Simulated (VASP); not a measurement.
# GaSi2Ir3 in VASP: single point with PBEsol

Aim: the single point of GaSi2Ir3 with PBEsol.

Everything below comes from runs of VASP 6.6.1. Logs are shortened: lines on timing, memory, paths and dates and some standing lists are left out, and cuts for length are marked.

### Step 1. The cell of the first run

The typed cell holds 6 atoms: a = 5.702 Å, b = 5.702 Å, c = 3.379 Å, α = 90.00°, β = 90.00°, γ = 60.00°.

### Step 2. Single point, PBEsol

Contents of POSCAR:

```
GaSi2Ir3
1.0
    2.8512050000      4.9384320000      0.0000000000
   -2.8512050000      4.9384320000      0.0000000000
    0.0000000000      0.0000000000      3.3785380000
Ir Ga Si
3 1 2
Direct
    0.5000000000      0.5000000000      0.5000000000
    0.5000000000      0.0000000000      0.5000000000
    0.0000000000      0.5000000000      0.5000000000
    0.0000000000      0.0000000000      0.0000000000
    0.3333000000      0.3334000000      0.0000000000
    0.6666000000      0.6667000000      0.0000000000
```

Contents of INCAR.step1:

```
PREC = Accurate
ENCUT = 520
EDIFF = 1E-7
ISMEAR = -1
SIGMA = 0.1
LREAL = F
LASPH = T
NELM = 100
ALGO = Normal
ISIF = 2
LWAVE = F
LCHARG = T
LMAXMIX = 4
GGA = PS
NBANDS = 33
```

Contents of KPOINTS.step1:

```
Automatic mesh
0
Gamma
  7 7 10
```

Contents of INCAR.step2:

```
PREC = Accurate
ENCUT = 520
EDIFF = 1E-7
ISMEAR = -5
SIGMA = 0.1
LREAL = F
LASPH = T
NELM = 100
ALGO = Normal
ISIF = 2
LWAVE = F
LCHARG = F
LMAXMIX = 4
GGA = PS
LORBIT = 11
NEDOS = 2001
ICHARG = 11
```

Contents of KPOINTS.step2:

```
Automatic mesh
0
Gamma
  11 11 15
```

Potentials or basis: VASP PAW PBE potentials, release 64 (Ir, Ga_d, Si).

Command:

```bash
$ cat potpaw_PBE.64/Ir/POTCAR potpaw_PBE.64/Ga_d/POTCAR potpaw_PBE.64/Si/POTCAR > POTCAR
$ cp INCAR.step1 INCAR
$ cp KPOINTS.step1 KPOINTS
$ mpirun -np 1 vasp_std > vasp.out
$ cp INCAR.step2 INCAR
$ cp KPOINTS.step2 KPOINTS
$ mpirun -np 1 vasp_std > vasp.out
```

OUTCAR:

```text
PREC = Accurate
   ENCUT = 520
   EDIFF = 1E-7
   ISMEAR = -5
   LREAL = F
   LASPH = T
   NELM = 100
   ISIF = 2
   GGA = PS
   LORBIT = 11
   ICHARG = 11

 ion  position               nearest neighbor table
   1  0.500  0.500  0.500-   5 2.36   6 2.36   5 2.36   6 2.36   2 2.85   3 2.85   2 2.85   3 2.85

   2  0.500  0.000  0.500-   6 2.36   6 2.36   5 2.36   5 2.36   3 2.85   3 2.85   1 2.85   1 2.85

   3  0.000  0.500  0.500-   5 2.36   5 2.36   6 2.36   6 2.36   2 2.85   2 2.85   1 2.85   1 2.85

   4  0.000  0.000  0.000-
   5  0.333  0.333  0.000-   3 2.36   3 2.36   1 2.36   1 2.36   2 2.36   2 2.36
   6  0.667  0.667  0.000-   2 2.36   2 2.36   1 2.36   1 2.36   3 2.36   3 2.36

  LATTYP: Found a hexagonal cell.
 ALAT       =     5.7024100669
 C/A-ratio  =     0.5924754552

  Lattice vectors:

 A1 = (   2.8512050000,  -4.9384320000,   0.0000000000)
 A2 = (   2.8512050000,   4.9384320000,   0.0000000000)
 A3 = (   0.0000000000,   0.0000000000,   3.3785380000)

Analysis of symmetry for initial positions (statically):
=====================================================================
 Subroutine PRICEL returns:
 Original cell was already a primitive cell.

 Routine SETGRP: Setting up the symmetry group for a
 hexagonal supercell.

 Subroutine GETGRP returns: Found  4 space group operations
 (whereof  4 operations were pure point group operations)
 out of a pool of 24 trial point group operations.

The static configuration has the point symmetry C_2v.

Analysis of symmetry for dynamics (positions and initial velocities):
=====================================================================
 Subroutine PRICEL returns:
 Original cell was already a primitive cell.

 Routine SETGRP: Setting up the symmetry group for a
 hexagonal supercell.

 Subroutine GETGRP returns: Found  4 space group operations
 (whereof  4 operations were pure point group operations)
 out of a pool of 24 trial point group operations.

The dynamic configuration has the point symmetry C_2v.

 Subroutine INISYM returns: Found  4 space group operations
 (whereof  4 operations are pure point group operations),
 and found     1 'primitive' translations

----------------------------------------------------------------------------------------

                                     Primitive cell

  volume of cell :      95.1429

  direct lattice vectors                    reciprocal lattice vectors
     2.851205000  4.938432000  0.000000000     0.175364451  0.101246712  0.000000000
    -2.851205000  4.938432000  0.000000000    -0.175364451  0.101246712  0.000000000
     0.000000000  0.000000000  3.378538000     0.000000000  0.000000000  0.295986015

  length of vectors
     5.702410067  5.702410067  3.378538000     0.202493425  0.202493425  0.295986015

  position of ions in fractional coordinates (direct lattice)
     0.500000000  0.500000000  0.500000000
     0.500000000  0.000000000  0.500000000
     0.000000000  0.500000000  0.500000000
     0.000000000  0.000000000  0.000000000
     0.333300000  0.333400000  0.000000000
     0.666600000  0.666700000  0.000000000

  ion indices of the primitive-cell ions
   primitive index   ion index
                 1           1
                 2           2
                 3           3
                 4           4
                 5           5
                 6           6

----------------------------------------------------------------------------------------

 KPOINTS: Automatic mesh

Automatic generation of k-mesh.
 Grid dimensions read from file:
 generate k-points for:   11   11   15

 Generating k-lattice:

  Cartesian coordinates                     Fractional coordinates (reciprocal lattice)
     0.015942223  0.009204247  0.000000000     0.090909091  0.000000000  0.000000000
    -0.015942223  0.009204247  0.000000000     0.000000000  0.090909091  0.000000000
     0.000000000  0.000000000  0.019732401     0.000000000  0.000000000  0.066666667

  Length of vectors
     0.018408493  0.018408493  0.019732401

  Shift w.r.t. Gamma in fractional coordinates (k-lattice)
     0.000000000  0.000000000  0.000000000

 TETIRR: Found   2727 inequivalent tetrahedra from    10890

 Subroutine IBZKPT returns following result:
 ===========================================

 Found    288 irreducible k-points:

 Following reciprocal coordinates:
            Coordinates               Weight
  0.000000  0.000000  0.000000      1.000000
  0.090909  0.000000  0.000000      4.000000
  0.090909  0.090909  0.000000      2.000000
  0.181818  0.000000  0.000000      4.000000
  0.181818  0.181818  0.000000      2.000000
  0.272727  0.000000  0.000000      4.000000
[... 16 lines left out ...]
 -0.454545  0.090909  0.000000      4.000000
  0.454545 -0.454545  0.000000      2.000000
 [... further k-points ...]
   k-points           NKPTS =    288   k-points in BZ     NKDIM =    288   number of bands    NBANDS=     28
   number of dos      NEDOS =   2001   number of ions     NIONS =      6
   total plane-waves  NPLWV =  49392
   dimension x,y,z NGX =    42 NGY =   42 NGZ =   28
   dimension x,y,z NGXF=    84 NGYF=   84 NGZF=   56
   ions per type =               3   1   2
   NGX,Y,Z   is equivalent  to a cutoff of  12.24, 12.24, 13.78 a.u.
   NGXF,Y,Z  is equivalent  to a cutoff of  24.49, 24.49, 27.56 a.u.
 SYSTEM =  unknown system
   PREC   = accura    normal or accurate (medium, high low for compatibility)
   ISTART =      0    job   : 0-new  1-cont  2-samecut
   ICHARG =     11    charge: 1-file 2-atom 10-const
   ISPIN  =      1    spin polarized calculation?
   LNONCOLLINEAR =      F non collinear calculations
   LSORBIT =      F    spin-orbit coupling
   LASPH  =      T    aspherical Exc in radial PAW
   ENCUT  =  520.0 eV  38.22 Ry    6.18 a.u.  10.60 10.60  6.28*2*pi/ulx,y,z
   NELM   =    100;   NELMIN=  2; NELMDL=  0     # of ELM steps
   EDIFF  = 0.1E-06   stopping-criterion for ELM
   LREAL  =      F    real-space projection
   EDIFFG = 0.1E-05   stopping-criterion for IOM
   NSW    =      0    number of steps for IOM
   IBRION =     -1    ionic relax: 0-MD 1-quasi-New 2-CG
   NFREE  =      0    steps in history (QN), initial steepest desc. (CG)
   ISIF   =      2    stress and relaxation
   ISYM   =      2    0-nonsym 1-usesym 2-fastsym
   POTIM  = 0.5000    time-step for ionic-motion
   TEBEG  =    0.0;   TEEND  =   0.0 temperature during run
   PSTRESS=    0.0 pullay stress
   NELECT =      48.0000    total number of electrons
   NUPDOWN=      -1.0000    fix difference up-down
   EMIN   =  10.00;   EMAX   =-10.00  energy-range for DOS
   EFERMI =   0.00;   METHOD = LEGACY
   ISMEAR =    -5;   SIGMA  =   0.10  broadening in eV -4-tet -1-fermi 0-gaus
   EFERMI_NEDOS =   21; number of points for ismear=-14 and -15
   IALGO  =     38    algorithm
   IMIX   =      4    mixing-type and parameters
     AMIX     =   0.40;   BMIX     =  1.00
     AMIX_MAG =   1.60;   BMIX_MAG =  1.00
  volume/ion in A,a.u.               =      15.86       107.01
  Fermi-wavevector in a.u.,A,eV,Ry     =   1.303256  2.462797 23.109179  1.698477
  Thomas-Fermi vector in A             =   2.434270
   LORBIT       =     11    0 simple, 1 ext, 2 COOP (PROOUT), +10 PAW based schemes
   GGA     = PS    functional components
   LHFCALC =     F    Hartree Fock is set to
   AEXX    =    0.0000 exact exchange contribution
   IVDW    =     0    specifies the selected vdW correction
   LEPSILON=     F    determine dielectric tensor
   LRPA    =     F    only Hartree local field effects (RPA)
 non-spin polarized calculation
 Fermi weights with tetrahedron method with Bloechl corrections
  energy-cutoff  :      520.00
  volume of cell :       95.14
 maximum number of plane-waves:      2593

 number of electron      48.0000000 magnetization

 Free energy of the ion-electron system (eV)
  ---------------------------------------------------
  ext. energy  EPLUGINS =         0.00000000
  ---------------------------------------------------
  free energy    TOTEN  =       -44.70355792 eV

  energy without entropy =      -44.70355792  energy(sigma->0) =      -44.70355792

 E-fermi :   8.0369     XC(G=0): -12.1324

 val. band max:        8.0813174467   @ k =   0.0909   0.0000   0.4000
 cond. band min:       7.9483951824   @ k =  -0.1818   0.1818   0.4667
 fundamental gap:     -0.1329222643
 Fermi energy:         8.0368755226

 k-point     1 :       0.0000    0.0000    0.0000
  band No.  band energies     occupation
      1      -6.5783      2.00000
      2      -6.5431      2.00000
      3      -6.5431      2.00000
      4      -6.5111      2.00000
      5      -6.5111      2.00000
      6      -4.6303      2.00000
[... 20 lines left out ...]
     27      10.5175      0.00000
     28      10.5178      0.00000

 k-point     2 :       0.0909    0.0000    0.0000
  band No.  band energies     occupation
      1      -6.5778      2.00000
      2      -6.5431      2.00000
      3      -6.5426      2.00000
      4      -6.5111      2.00000
      5      -6.5110      2.00000
      6      -4.5789      2.00000
[... 20 lines left out ...]
     27      10.4149      0.00000
     28      10.5151      0.00000

 k-point     3 :       0.0909    0.0909    0.0000
  band No.  band energies     occupation
      1      -6.5778      2.00000
      2      -6.5431      2.00000
      3      -6.5426      2.00000
      4      -6.5111      2.00000
      5      -6.5110      2.00000
      6      -4.5789      2.00000
[... 616 lines left out ...]
      3      -6.5378      2.00000
      4      -6.5105      2.00000
      5      -6.5098      2.00000
      6      -3.5199      2.00000
[... 20 lines left out ...]
     27      10.9117      0.00000
     28      11.4333      0.00000

 k-point    24 :       0.4545   -0.4545    0.0000
  band No.  band energies     occupation
      1      -6.5733      2.00000
      2      -6.5432      2.00000
      3      -6.5378      2.00000
      4      -6.5106      2.00000
      5      -6.5098      2.00000
      6      -3.5193      2.00000
[... 20 lines left out ...]
     27      10.9113      0.00000
     28      11.4173      0.00000

 [... further k-points ...]

------------------------ aborting loop because EDIFF is reached ----------------------------------------

  FORCE on cell =-STRESS in cart. coord.  units (eV):
  Direction    XX          YY          ZZ          XY          YZ          ZX
  --------------------------------------------------------------------------------------
  -------------------------------------------------------------------------------------
  Total       -0.9449399     -0.9396021     10.1861944      0.0000000      0.0000000      0.0000000
  in kB      -15.9125013    -15.8226142    171.5324212      0.0000000      0.0000000      0.0000000
  external PRESSURE =      46.5991019 kB  Pullay stress =       0.0000000 kB

 VOLUME and BASIS-vectors are now :
 -----------------------------------------------------------------------------
  energy-cutoff  :      520.00
  volume of cell :       95.14
      direct lattice vectors                 reciprocal lattice vectors
     2.851205000  4.938432000  0.000000000     0.175364451  0.101246712  0.000000000
    -2.851205000  4.938432000  0.000000000    -0.175364451  0.101246712  0.000000000
     0.000000000  0.000000000  3.378538000     0.000000000  0.000000000  0.295986015

 POSITION                                       TOTAL-FORCE (eV/Angst)
 -----------------------------------------------------------------------------------
      0.00000      4.93843      1.68927         0.000782      0.000000      0.000000
      1.42560      2.46922      1.68927        -0.001809      0.001496      0.000000
     -1.42560      2.46922      1.68927        -0.001809     -0.001496      0.000000
      0.00000      0.00000      0.00000        -0.000416      0.000000      0.000000
     -0.00029      3.29245      0.00000         0.001626     -0.002265      0.000000
     -0.00029      6.58441      0.00000         0.001626      0.002265      0.000000
 -----------------------------------------------------------------------------------
    total drift:                               -0.000013     -0.000000     -0.000000

  FREE ENERGIE OF THE ION-ELECTRON SYSTEM (eV)
  ---------------------------------------------------
  free  energy   TOTEN  =       -44.7035579211 eV

  energy  without entropy=      -44.7035579211  energy(sigma->0) =      -44.70355792

 total charge

# of ion       s       p       d       tot
------------------------------------------
    1        0.654   0.624   7.337   8.614
    2        0.654   0.623   7.337   8.614
    3        0.654   0.623   7.337   8.614
    4        1.058   0.315   9.956  11.329
    5        0.759   0.924   0.000   1.683
    6        0.759   0.924   0.000   1.683
--------------------------------------------------
tot          4.537   4.034  31.966  40.536
```

Run time: 10 min. Hardware: 1 thread of Intel Xeon Platinum 8488C (Sapphire Rapids), shared host; peak memory 0.78 GiB.

Results:

```yaml
Valence_electrons_inside_the_program's_atomic_spheres: Ir 8.61; Ga 11.33; Si 1.68
```

Caveat: the PAW data sets were made with another functional, which shifts forces and pressure a little; spin-orbit coupling is left out, which moves the levels of the heavy elements; tetrahedron occupations give inexact forces and stress in metals.
